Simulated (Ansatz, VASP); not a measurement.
# Hf: VASP beside Ansatz

```
Hf
1.0
     0.00000    2.22000    2.22000
     2.22000    0.00000    2.22000
     2.22000    2.22000    0.00000
Hf
1
Direct
  0.00000 0.00000 0.00000
```

Alike in both runs: functional PBE; k mesh 7 × 7 × 7; occupations fermi-dirac, width 0.05 eV; non-collinear spin, spin-orbit coupling.

|  | VASP | Ansatz |
| --- | --- | --- |
| version | VASP 6.6.1 | Ansatz 0.2.0 |
| potentials or method | VASP PAW PBE potentials, release 64 (Hf_pv) | Ansatz PAW |
| plane-wave cutoff (eV) | 520 | 420 |
| valence electrons in the cell | 10 | 26 |
| task | single point | band structure |

Ansatz gave:

* pressure (GPa): 3.1
* net moment per atom (μB): 0.00

Problem. What did VASP give for the same quantities?

Solution. Pressure (GPa): 2.6; net moment per atom (μB): 0.00.

VASP's potentials hold 10 valence electrons a cell and Ansatz's 26, so a difference there can come from the potentials and not from the codes.
